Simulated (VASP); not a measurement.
Crystal: Ta3S4Br.

```
Ta S Br
1.0
     5.26337    0.00000    0.00000
     0.00000    5.26337    0.00000
     0.00000    0.00000    5.26337
Ta S Br
3 4 1
Direct
  0.00000 0.50000 0.50000
  0.50000 0.00000 0.50000
  0.50000 0.50000 0.00000
  0.50000 0.00000 0.00000
  0.50000 0.50000 0.50000
  0.00000 0.00000 0.50000
  0.00000 0.50000 0.00000
  0.00000 0.00000 0.00000
```

The cell was built from a structure type or drawn by symmetry, and may not be a known phase.

| Quantity | Value |
| --- | --- |
| Program | VASP 6.6.1 |
| Task | relaxation of cell and atoms |
| Functional | PBE |
| Potentials or basis | VASP PAW PBE potentials, release 64 (Ta_pv, S, Br) |
| Cutoff | 600 eV |
| k mesh | 4 × 4 × 4 |
| Occupations | gaussian, width 0.1 eV |
| Spin | no spin polarisation |

At the start: pressure -6.8 GPa; volume 18.23 Å³/atom.

Q: Where does the relaxation end?

A: Over 3 steps the energy falls by 24.6 meV/atom and the volume is 17.15 Å³/atom (-5.9 %); space group Pm-3m (No. 221, to 0.1 Å) before and after.

Step by step:
| step | energy change (eV) | largest force (eV/Å) | pressure (GPa) | volume (Å³) |
| --- | --- | --- | --- | --- |
| 1 | 0.0000 | 0.0000 | -6.80 | 145.81 |
| 2 | -0.0369 | 0.0000 | 7.66 | 130.09 |
| 3 | -0.1965 | 0.0000 | -0.05 | 137.17 |

Final structure:
```cif
data_structure
_symmetry_space_group_name_H-M 'P 1'
_symmetry_Int_Tables_number 1
_cell_length_a 5.1573
_cell_length_b 5.1573
_cell_length_c 5.1573
_cell_angle_alpha 90.000
_cell_angle_beta 90.000
_cell_angle_gamma 90.000
_cell_volume 137.17
loop_
_atom_site_label
_atom_site_type_symbol
_atom_site_fract_x
_atom_site_fract_y
_atom_site_fract_z
_atom_site_occupancy
Ta1 Ta 0.00000 0.50000 0.50000 1
Ta2 Ta 0.50000 0.00000 0.50000 1
Ta3 Ta 0.50000 0.50000 0.00000 1
S1 S 0.50000 0.00000 0.00000 1
S2 S 0.50000 0.50000 0.50000 1
S3 S 0.00000 0.00000 0.50000 1
S4 S 0.00000 0.50000 0.00000 1
Br1 Br 0.00000 0.00000 0.00000 1
```
